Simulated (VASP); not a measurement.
Wanted: the native input for a VASP 6.6.1 run.

```yaml
Task: single point
Functional: PBE
Potentials_or_basis: VASP PAW PBE potentials, release 64 (Ti_sv)
Cutoff: 520 eV
k_mesh: 11 × 11 × 1
Occupations: gaussian, width 0.1 eV
Spin: no spin polarisation
Dipole_correction: yes
Further_INCAR_settings: ALGO = Normal; EDIFF = 1e-07; NBANDS = 25
```

The structure of Ti lies in POSCAR:

```
Ti
1.0
    2.8193504947      0.0000000000      0.0000000000
   -0.9397834982      2.6581091378      0.0000000000
    0.0000000000      0.0000000000     18.6039800788
Ti
3
Direct
    0.5000000000      0.5000000000      0.3762635721
    0.0000000000      0.0000000000      0.4928524177
    0.5000000000      0.5000000000      0.6087930882
```

The input as run:

INCAR

```
SYSTEM = Ti
ALGO     = Normal         ! electronic algorithm
DIPOL    = 0.5 0.5 0.493
EDIFF    = 1E-7           ! SCF threshold, eV
ENCUT    = 520            ! plane-wave cutoff, eV
GGA      = PE             ! functional
IDIPOL   = 3            
ISIF     = 2              ! what is computed and relaxed
ISMEAR   = 0              ! smearing method
LASPH    = .True.         ! aspherical terms in the spheres
LCHARG   = .True.         ! write CHGCAR
LDIPOL   = .True.       
LELF     = .True.         ! ELF
LREAL    = .False.        ! projectors in reciprocal space
LVACPOTAV= .True.       
LVHAR    = .True.       
LWAVE    = .False.        ! write WAVECAR
NBANDS   = 25             ! bands
NELM     = 60             ! most SCF steps
PREC     = Accurate       ! precision mode
SIGMA    = 0.1            ! smearing width, eV
```

KPOINTS

```
k-points
0
Gamma
  11 11 1
  0 0 0
```

Potentials or basis: VASP PAW PBE potentials, release 64 (Ti_sv).

Run with:

```sh
$ cat potpaw_PBE.64/Ti_sv/POTCAR > POTCAR
$ mpirun -np 1 vasp_std > vasp.out
```

It gave:

```json
{"Largest force": "0.028 eV/Å", "Band gap on the k mesh": "zero (bands 18 and 19 overlap by 0.66 eV)"}
```

Run time: 3.8 min on 1 thread of Intel(R) Xeon(R) Platinum 8488C (Sapphire Rapids), with other jobs on the host, peak memory 0.29 GiB.
